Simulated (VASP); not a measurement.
Wanted: the native input for a VASP 6.6.1 run.

| Property | Result |
| --- | --- |
| Task | single point |
| Functional | LDA |
| Potentials or basis | VASP PAW LDA potentials, release 64 (C) |
| Cutoff | 520 eV |
| k mesh | 22 × 22 × 4 |
| Occupations | gaussian, width 0.15 eV |
| Spin | no spin polarisation |
| Dipole correction | no |
| Further INCAR settings | ALGO = Normal; EDIFF = 1e-07; NBANDS = 26 |

The structure of C lies in POSCAR:

```
C
1.0
   -1.2227748566      2.1167364796      0.0000000000
   -1.2227748566     -2.1167364796      0.0000000000
   -0.4891099426      0.0000000000     13.4706447952
C
8
Direct
    0.8916982410      0.0583017590      0.1250000000
    0.7916982410     -0.0416982410      0.6250000000
    0.2416982410      0.4083017590      0.8750000000
    0.3416982410      0.5083017590      0.3750000000
   -0.0916982410      0.7416982410      0.8750000000
    0.0083017590      0.8416982410      0.3750000000
    0.5583017590      0.3916982410      0.1250000000
    0.4583017590      0.2916982410      0.6250000000
```

The input as run:

INCAR

```
  ALGO = Normal
  EDIFF = 1E-7
  ENCUT = 520
  GGA = CA
  ISIF = 2
  ISMEAR = 0
  LASPH = T
  LCHARG = F
  LREAL = F
  LWAVE = F
  NBANDS = 26
  NELM = 100
  PREC = Accurate
  SIGMA = 0.15
```

KPOINTS

```
k-points
0
Gamma
  22 22 4
```

Potentials or basis: VASP PAW LDA potentials, release 64 (C).

Run with:

```console
$ cat potpaw_LDA.64/C/POTCAR > POTCAR
$ mpirun -np 1 vasp_std > vasp.out
```

Results of the run:

```
Pressure               : 0.8 GPa
Largest force          : 0.019 eV/Å
Band gap on the k mesh : zero (bands 16 and 17 overlap by 0.10 eV)
```

Run time: 9.4 min on 1 thread of Intel(R) Xeon(R) 6975P-C (Granite Rapids), on a shared host, peak memory 0.62 GiB.
